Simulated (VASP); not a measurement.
A run of VASP 6.6.1 is set up as follows.

Contents of INCAR:

```
PREC = Accurate ; ENCUT = 520
EDIFF = 1E-6 ; ISMEAR = 0
SIGMA = 0.1 ; LREAL = F
LASPH = T ; NELM = 80
ALGO = Normal ; ISIF = 2
LWAVE = F ; LCHARG = F
GGA = PS ; NBANDS = 26
```

KPOINTS

```
Automatic mesh
0
Gamma
  12 12 12
```

Contents of POSCAR:

```
AlCu3
1.0
    0.0000000000      2.9765492370      2.9765492370
    2.9765492370      0.0000000000      2.9765492370
    2.9765492370      2.9765492370      0.0000000000
Al Cu
1 3
Direct
    0.0000000000      0.0000000000      0.0000000000
    0.5000000000      0.5000000000      0.5000000000
    0.2500000000      0.2500000000      0.2500000000
    0.7500000000      0.7500000000      0.7500000000
```

Potentials or basis: VASP PAW PBE potentials, release 64 (Al, Cu).

Command:

```sh
$ cat potpaw_PBE.64/Al/POTCAR potpaw_PBE.64/Cu/POTCAR > POTCAR
$ mpirun -np 1 vasp_std > vasp.out
```

Q: What does it give for the band gap on the k mesh?

A: Zero (bands 18 and 19 overlap by 5.53 eV).

Q: Estimate the pressure.

A: -10.6 GPa.

Caveat: the cell stands under tension; the PAW data sets were made with another functional, which shifts forces and pressure a little.
